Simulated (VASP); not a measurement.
W2Cl, 6 atoms in the cell. It takes space group Fd-3m (No. 227, cubic). The conventional cell has a = 7.660 Å, b = 7.660 Å, c = 7.660 Å, α = 90.00°, β = 90.00°, γ = 90.00°. W (site symmetry -3m) has 6 W at 2.71 Å and 6 Cl at 3.18 Å within 3.6 Å. Within 4.2 Å of Cl (site symmetry -43m) lie 12 W at 3.18 Å and 4 Cl at 3.32 Å. 

* Program: VASP 6.6.1
* Task: relaxation of cell and atoms
* Functional: PBE
* Potentials or basis: VASP PAW PBE potentials, release 64 (W_sv, Cl)
* Cutoff: 600 eV
* k mesh: 8 × 8 × 8
* Occupations: gaussian, width 0.1 eV
* Spin: no spin polarisation
* Dipole correction: no
* Further INCAR settings: ALGO = Normal; EDIFF = 1e-07; IBRION = 2; EDIFFG = -0.01; NSW = 100; ISIF = 3

Potentials or basis: VASP PAW PBE potentials, release 64 (W_sv, Cl).

Launch:

```console
$ cat potpaw_PBE.64/W_sv/POTCAR potpaw_PBE.64/Cl/POTCAR > POTCAR
$ mpirun -np 1 vasp_std > vasp.out
```

Hardware: 1 thread of Intel(R) Xeon(R) 6975P-C (Granite Rapids), on a shared host.

Q: How long does it take, and how much memory?

A: Run time: 4.9 min on 1 thread of Intel(R) Xeon(R) 6975P-C (Granite Rapids), with other jobs on the host, peak memory 0.41 GiB. Counts: scf iterations 35, k points 29, ion steps 3.
